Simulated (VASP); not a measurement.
# C (R-3m) in VASP: a series of runs

Runs on C. Level: PBE+D3(BJ). Tasks: single point.

Everything below comes from runs of VASP 6.6.1. Logs are shortened: lines on timing, memory, paths and dates and some standing lists are left out, and cuts for length are marked.

**1. The cell of the first run**

The structure is trigonal, space group R-3m (No. 166). The conventional cell has a = 2.403 Å, b = 2.403 Å, c = 9.831 Å, α = 90.00°, β = 90.00°, γ = 120.00°. Within 1.9 Å of C (site symmetry 3m) lie 3 C at 1.39 Å.

**2. Single point, PBE+D3(BJ) (atoms displaced along a vibrational mode, the cell strained)**

INCAR

```
PREC = Accurate ; ENCUT = 520
EDIFF = 1E-6 ; ISMEAR = 0
SIGMA = 0.05 ; LREAL = False
LASPH = True ; NELM = 100
ALGO = Normal ; ISIF = 2
LWAVE = False ; LCHARG = False
GGA = PE ; IVDW = 12
NBANDS = 11
```

KPOINTS

```
Automatic mesh
0
Gamma
  15 15 15
```

POSCAR

```
C
1.0
    1.2016689031      0.6937838646      3.2769132065
   -1.2016689031      0.6937838646      3.2769132065
    0.0000000000     -1.3875677293      3.2769132064
C
2
Direct
    0.1703644086      0.1703644086      0.1703644086
    0.8296355914      0.8296355914      0.8296355914
```

Potentials or basis: VASP PAW PBE potentials, release 64 (C).

Run with:

```bash
cat potpaw_PBE.64/C/POTCAR > POTCAR
mpirun -np 1 vasp_std > vasp.out
```

OUTCAR:

```text
PREC = Accurate
   ENCUT = 520
   EDIFF = 1E-6
   ISMEAR = 0
   LREAL = False
   LASPH = True
   NELM = 100
   ISIF = 2
   GGA = PE
   IVDW = 12
 IVDW          = 12

 ion  position               nearest neighbor table
   1  0.170  0.170  0.170-   2 1.39   2 1.39   2 1.39
   2  0.830  0.830  0.830-   1 1.39   1 1.39   1 1.39

  LATTYP: Found a trigonal (rhomboedric) cell.
 ALAT       =     3.5585817914
 COS(alpha) =     0.7719417768

  Lattice vectors:

 A1 = (   1.2016689031,   0.6937838646,   3.2769132065)
 A2 = (  -1.2016689031,   0.6937838646,   3.2769132065)
 A3 = (   0.0000000000,  -1.3875677293,   3.2769132064)

Analysis of symmetry for initial positions (statically):
=====================================================================
 Subroutine PRICEL returns:
 Original cell was already a primitive cell.

 Routine SETGRP: Setting up the symmetry group for a
 trigonal (rhombohedral) supercell.

 Subroutine GETGRP returns: Found 12 space group operations
 (whereof 12 operations were pure point group operations)
 out of a pool of 12 trial point group operations.

The static configuration has the point symmetry D_3d.

Analysis of symmetry for dynamics (positions and initial velocities):
=====================================================================
 Subroutine PRICEL returns:
 Original cell was already a primitive cell.

 Routine SETGRP: Setting up the symmetry group for a
 trigonal (rhombohedral) supercell.

 Subroutine GETGRP returns: Found 12 space group operations
 (whereof 12 operations were pure point group operations)
 out of a pool of 12 trial point group operations.

The dynamic configuration has the point symmetry D_3d.

 Subroutine INISYM returns: Found 12 space group operations
 (whereof 12 operations are pure point group operations),
 and found     1 'primitive' translations

----------------------------------------------------------------------------------------

                                     Primitive cell

  volume of cell :      16.3917

  direct lattice vectors                    reciprocal lattice vectors
     1.201668903  0.693783865  3.276913207     0.416087991  0.240228514  0.101721746
    -1.201668903  0.693783865  3.276913207    -0.416087991  0.240228514  0.101721746
     0.000000000 -1.387567729  3.276913206     0.000000000 -0.480457028  0.101721746

  length of vectors
     3.558581791  3.558581791  3.558581791     0.491107187  0.491107187  0.491107187

  position of ions in fractional coordinates (direct lattice)
     0.170364409  0.170364409  0.170364409
     0.829635591  0.829635591  0.829635591

  ion indices of the primitive-cell ions
   primitive index   ion index
                 1           1
                 2           2

----------------------------------------------------------------------------------------

 KPOINTS: Automatic mesh

Automatic generation of k-mesh.
 Grid dimensions read from file:
 generate k-points for:   15   15   15

 Generating k-lattice:

  Cartesian coordinates                     Fractional coordinates (reciprocal lattice)
     0.027739199  0.016015234  0.006781450     0.066666667 -0.000000000  0.000000000
    -0.027739199  0.016015234  0.006781450    -0.000000000  0.066666667  0.000000000
     0.000000000 -0.032030469  0.006781450     0.000000000  0.000000000  0.066666667

  Length of vectors
     0.032740479  0.032740479  0.032740479

  Shift w.r.t. Gamma in fractional coordinates (k-lattice)
     0.000000000  0.000000000  0.000000000

 Subroutine IBZKPT returns following result:
 ===========================================

 Found    344 irreducible k-points:

 Following reciprocal coordinates:
            Coordinates               Weight
  0.000000  0.000000  0.000000      1.000000
  0.066667  0.000000  0.000000      6.000000
  0.133333 -0.000000  0.000000      6.000000
  0.200000  0.000000  0.000000      6.000000
  0.266667 -0.000000  0.000000      6.000000
  0.333333 -0.000000  0.000000      6.000000
[... 16 lines left out ...]
  0.133333  0.133333  0.000000      6.000000
  0.200000  0.133333  0.000000     12.000000
 [... further k-points ...]
   k-points           NKPTS =    344   k-points in BZ     NKDIM =    344   number of bands    NBANDS=     11
   number of dos      NEDOS =    301   number of ions     NIONS =      2
   total plane-waves  NPLWV =  21952
   dimension x,y,z NGX =    28 NGY =   28 NGZ =   28
   dimension x,y,z NGXF=    56 NGYF=   56 NGZF=   56
   ions per type =               2
   NGX,Y,Z   is equivalent  to a cutoff of  13.08, 13.08, 13.08 a.u.
   NGXF,Y,Z  is equivalent  to a cutoff of  26.16, 26.16, 26.16 a.u.
 SYSTEM =  unknown system
   PREC   = accura    normal or accurate (medium, high low for compatibility)
   ISTART =      0    job   : 0-new  1-cont  2-samecut
   ICHARG =      2    charge: 1-file 2-atom 10-const
   ISPIN  =      1    spin polarized calculation?
   LNONCOLLINEAR =      F non collinear calculations
   LSORBIT =      F    spin-orbit coupling
   LASPH  =      T    aspherical Exc in radial PAW
   ENCUT  =  520.0 eV  38.22 Ry    6.18 a.u.   6.62  6.62  6.62*2*pi/ulx,y,z
   NELM   =    100;   NELMIN=  2; NELMDL= -5     # of ELM steps
   EDIFF  = 0.1E-05   stopping-criterion for ELM
   LREAL  =      F    real-space projection
   EDIFFG = 0.1E-04   stopping-criterion for IOM
   NSW    =      0    number of steps for IOM
   IBRION =     -1    ionic relax: 0-MD 1-quasi-New 2-CG
   NFREE  =      0    steps in history (QN), initial steepest desc. (CG)
   ISIF   =      2    stress and relaxation
   ISYM   =      2    0-nonsym 1-usesym 2-fastsym
   POTIM  = 0.5000    time-step for ionic-motion
   TEBEG  =    0.0;   TEEND  =   0.0 temperature during run
   PSTRESS=    0.0 pullay stress
   NELECT =       8.0000    total number of electrons
   NUPDOWN=      -1.0000    fix difference up-down
   EMIN   =  10.00;   EMAX   =-10.00  energy-range for DOS
   EFERMI =   0.00;   METHOD = LEGACY
   ISMEAR =     0;   SIGMA  =   0.05  broadening in eV -4-tet -1-fermi 0-gaus
   EFERMI_NEDOS =   21; number of points for ismear=-14 and -15
   IALGO  =     38    algorithm
   IMIX   =      4    mixing-type and parameters
     AMIX     =   0.40;   BMIX     =  1.00
     AMIX_MAG =   1.60;   BMIX_MAG =  1.00
  volume/ion in A,a.u.               =       8.20        55.31
  Fermi-wavevector in a.u.,A,eV,Ry     =   1.288931  2.435727 22.603955  1.661344
  Thomas-Fermi vector in A             =   2.420855
   LORBIT       =      0    0 simple, 1 ext, 2 COOP (PROOUT), +10 PAW based schemes
   GGA     = PE    functional components
   LHFCALC =     F    Hartree Fock is set to
   AEXX    =    0.0000 exact exchange contribution
   IVDW    =    12    specifies the selected vdW correction
   LEPSILON=     F    determine dielectric tensor
   LRPA    =     F    only Hartree local field effects (RPA)
 non-spin polarized calculation
 Gauss-broadening in eV      SIGMA  =   0.05
  energy-cutoff  :      520.00
  volume of cell :       16.39
 maximum number of plane-waves:       462
   NGX = 13   NGY = 13   NGZ = 13

 number of electron       8.0000000 magnetization

 Free energy of the ion-electron system (eV)
  ---------------------------------------------------
  ext. energy  EPLUGINS =         0.00000000
  ---------------------------------------------------
  free energy    TOTEN  =       -18.26992236 eV

  energy without entropy =      -18.26992236  energy(sigma->0) =      -18.26992236

 E-fermi :   5.3694     XC(G=0): -10.6530

 val. band max:        5.0440685743   @ k =  -0.3333   0.3333   0.0000
 cond. band min:       5.6419866628   @ k =  -0.3333   0.3333   0.0000
 fundamental gap:      0.5979180885
 Fermi energy:         5.3694065215

 k-point     1 :       0.0000    0.0000    0.0000
  band No.  band energies     occupation
      1     -14.9202      2.00000
      2      -1.5843      2.00000
      3       2.4513      2.00000
      4       2.4513      2.00000
      5       9.4090      0.00000
      6      14.2577      0.00000
      7      14.2577      0.00000
      8      17.7659      0.00000
      9      19.7766      0.00000
     10      29.1525      0.00000
     11      32.1782      0.00000

 k-point     2 :       0.0667    0.0000    0.0000
  band No.  band energies     occupation
      1     -14.8075      2.00000
      2      -1.4704      2.00000
      3       2.0129      2.00000
      4       2.2119      2.00000
      5       9.5637      0.00000
      6      14.3334      0.00000
      7      14.7407      0.00000
      8      17.3522      0.00000
      9      19.9524      0.00000
     10      29.4944      0.00000
     11      31.1403      0.00000

 k-point     3 :       0.1333   -0.0000    0.0000
  band No.  band energies     occupation
      1     -14.4703      2.00000
      2      -1.1310      2.00000
      3       0.8445      2.00000
      4       1.6072      2.00000
      5      10.0254      0.00000
      6      14.4352      0.00000
      7      16.0670      0.00000
      8      16.2246      0.00000
      9      20.5047      0.00000
     10      28.7376      0.00000
     11      30.5900      0.00000

 k-point     4 :       0.2000    0.0000    0.0000
  band No.  band energies     occupation
      1     -13.9112      2.00000
      2      -0.8174      2.00000
      3      -0.5194      2.00000
      4       0.8542      2.00000
      5      10.7734      0.00000
      6      14.4094      0.00000
      7      14.6396      0.00000
      8      17.9898      0.00000
      9      21.3692      0.00000
     10      26.6219      0.00000
     11      29.2991      0.00000

 k-point     5 :       0.2667   -0.0000    0.0000
  band No.  band energies     occupation
      1     -13.1350      2.00000
      2      -2.5942      2.00000
      3       0.1239      2.00000
      4       0.2155      2.00000
      5      11.6243      0.00000
      6      12.9869      0.00000
      7      14.2830      0.00000
      8      20.2687      0.00000
      9      22.1566      0.00000
     10      25.0303      0.00000
     11      28.0666      0.00000
[... 211 lines left out ...]
 k-point    21 :      -0.1333    0.0667   -0.0000
  band No.  band energies     occupation
      1     -14.1434      2.00000
      2      -0.7258      2.00000
      3      -0.0109      2.00000
      4       0.9535      2.00000
      5      10.3262      0.00000
      6      14.7630      0.00000
      7      15.2227      0.00000
      8      16.8199      0.00000
      9      21.2300      0.00000
     10      26.6761      0.00000
     11      30.3947      0.00000

 k-point    22 :      -0.0667    0.0667    0.0000
  band No.  band energies     occupation
      1     -14.5872      2.00000
      2      -1.2043      2.00000
      3       1.2707      2.00000
      4       1.7298      2.00000
      5       9.7941      0.00000
      6      14.5398      0.00000
      7      15.5035      0.00000
      8      16.5759      0.00000
      9      20.3540      0.00000
     10      29.0722      0.00000
     11      30.0809      0.00000

 k-point    23 :       0.1333    0.1333    0.0000
  band No.  band energies     occupation
      1     -14.4523      2.00000
      2      -1.2779      2.00000
      3       0.8605      2.00000
      4       1.5925      2.00000
      5      10.3181      0.00000
      6      14.3918      0.00000
      7      16.0723      0.00000
      8      16.2081      0.00000
      9      20.5396      0.00000
     10      28.3988      0.00000
     11      30.4263      0.00000

 k-point    24 :       0.2000    0.1333    0.0000
  band No.  band energies     occupation
      1     -14.1084      2.00000
      2      -1.0066      2.00000
      3      -0.0034      2.00000
      4       0.9387      2.00000
      5      10.8887      0.00000
      6      14.7092      0.00000
      7      15.2418      0.00000
      8      16.8290      0.00000
      9      21.2498      0.00000
     10      26.6484      0.00000
     11      30.7093      0.00000

 [... further k-points ...]

------------------------ aborting loop because EDIFF is reached ----------------------------------------

 Edisp (eV)   -0.31718

 E8    (eV) :    -0.0901

  FORCE on cell =-STRESS in cart. coord.  units (eV):
  Direction    XX          YY          ZZ          XY          YZ          ZX
  --------------------------------------------------------------------------------------
  -------------------------------------------------------------------------------------
  Total       3.98694     3.98694     0.01191     0.00000     0.00000     0.00000
  in kB     389.69532   389.69532     1.16367     0.00000     0.00000     0.00000
  external pressure =      260.18 kB  Pullay stress =        0.00 kB

 VOLUME and BASIS-vectors are now :
 -----------------------------------------------------------------------------
  energy-cutoff  :      520.00
  volume of cell :       16.39
      direct lattice vectors                 reciprocal lattice vectors
     1.201668903  0.693783865  3.276913207     0.416087991  0.240228514  0.101721746
    -1.201668903  0.693783865  3.276913207    -0.416087991  0.240228514  0.101721746
     0.000000000 -1.387567729  3.276913206     0.000000000 -0.480457028  0.101721746

 POSITION                                       TOTAL-FORCE (eV/Angst)
 -----------------------------------------------------------------------------------
      0.00000     -0.00000      1.67481         0.000000      0.000000     -1.202383
      0.00000     -0.00000      8.15593         0.000000     -0.000000      1.202383
 -----------------------------------------------------------------------------------
    total drift:                               -0.000000     -0.000000      0.000000

  FREE ENERGIE OF THE ION-ELECTRON SYSTEM (eV)
  ---------------------------------------------------
  free  energy   TOTEN  =       -18.5871057894 eV

  energy  without entropy=      -18.5871057894  energy(sigma->0) =      -18.58710579
```

Run time: 2.2 min. Hardware: 1 thread of Intel Xeon 8259CL, shared host; peak memory 0.2 GiB.

Results:

| Quantity | Value |
| --- | --- |
| Free energy | -18.5871 eV |
| Pressure | 26.0 GPa |
| Largest force | 1.202 eV/Å |
| Dispersion energy per atom | -0.159 eV |

Forces in eV/Å, atoms in the order of the input:
```
C    0.000  0.000 -1.202
C    0.000  0.000  1.202
```

Stress tensor (GPa, compression positive):
```
38.97  0.00  0.00
 0.00 38.97  0.00
 0.00  0.00  0.12
```

Caveat: the cell differs from its parent crystal (atoms displaced along a vibrational mode, the cell strained); the stress differs along the axes, from 0 to 39 GPa; forces of over 1 eV/Å act on the atoms, so gaps and moduli don't describe the material at rest.

(Part 1 of 2 ends here.)
